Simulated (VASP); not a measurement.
Wanted: the native input for a VASP 6.6.1 run.

```
Task                   : single point
Functional             : PBE
Dispersion             : D3(BJ)
Potentials or basis    : VASP PAW PBE potentials, release 64 (Al, H)
Cutoff                 : 520 eV
k mesh                 : 6 × 6 × 1
Occupations            : gaussian, width 0.1 eV
Spin                   : no spin polarisation
Dipole correction      : yes
Further INCAR settings : LREAL = Auto; ALGO = Fast; EDIFF = 1e-07; NBANDS = 78
```

The structure of Al36H lies in POSCAR:

```
Al36H
1.0
    5.6288445219      0.0000000000      0.0000000000
   -2.8144222609      4.8747223499      0.0000000000
    0.0000000000      0.0000000000     35.9073562080
Al H
36 1
Direct
    0.1666666667      0.3333333333      0.1113977865
    0.1666666667      0.8333333333      0.1113977865
    0.6666666667      0.3333333333      0.1113977865
    0.6666666667      0.8333333333      0.1113977865
    0.0000000000      0.0000000000      0.1757372983
    0.0000000000      0.5000000000      0.1757372983
    0.5000000000      0.0000000000      0.1757372983
    0.5000000000      0.5000000000      0.1757372983
    0.3333333333      0.1666666667      0.2400768102
    0.3333333333      0.6666666667      0.2400768102
    0.8333333333      0.1666666667      0.2400768102
    0.8333333333      0.6666666667      0.2400768102
    0.0000000000      0.0000000000      0.3044163221
    0.0000000000      0.5000000000      0.3044163221
    0.5000000000      0.0000000000      0.3044163221
    0.5000000000      0.5000000000      0.3044163221
    0.1666666667      0.3333333333      0.3682539347
    0.1666666667      0.8333333333      0.3682539347
    0.6666666667      0.3333333333      0.3682539347
    0.6666666667      0.8333333333      0.3682539347
    0.0000000000      0.0000000000      0.4320699059
    0.0000000000      0.5000000000      0.4320699059
    0.5000000000      0.0000000000      0.4320699059
    0.5000000000      0.5000000000      0.4320699059
    0.3333333333      0.1666666667      0.4967844642
    0.3333333333      0.6666666667      0.4967844642
    0.8333333333      0.1666666667      0.4967844642
    0.8333333333      0.6666666667      0.4967844642
    0.0000000000      0.0000000000      0.5611166564
    0.0000000000      0.5000000000      0.5611166564
    0.5000000000      0.0000000000      0.5611166564
    0.5000000000      0.5000000000      0.5611166564
    0.1666666667      0.3333333333      0.6268174153
    0.1666666667      0.8333333333      0.6268174153
    0.6666666667      0.3333333333      0.6268174153
    0.6666666667      0.8333333333      0.6268174153
    0.1666666667      0.5000000000      0.6964410318
```

The input as run:

INCAR

```
SYSTEM = Al36H
PREC = Accurate
ENCUT = 520
EDIFF = 1E-7
ISMEAR = 0
SIGMA = 0.1
LREAL = Auto
LASPH = .True.
NELM = 100
ALGO = Fast
ISIF = 2
LWAVE = .False.
LCHARG = .False.
LDIPOL = .True.
IDIPOL = 3
DIPOL = 0.5 0.5 0.377
GGA = PE
IVDW = 12
NBANDS = 78
```

KPOINTS

```
Automatic mesh
0
Gamma
  6 6 1
  0 0 0
```

Potentials or basis: VASP PAW PBE potentials, release 64 (Al, H).

Launch:

```sh
$ cat potpaw_PBE.64/Al/POTCAR potpaw_PBE.64/H/POTCAR > POTCAR
$ mpirun -np 1 vasp_std > vasp.out
```

It gave:

The largest force is 1.409 eV/Å. The band gap on the k mesh is zero (an odd number of electrons rules out a gap without spin polarisation) and the dispersion energy per atom is -0.305 eV.

Run time: 100 min on 1 thread of Oxide Virtual Turin-like Processor, with other jobs on the host, peak memory 1.4 GiB.
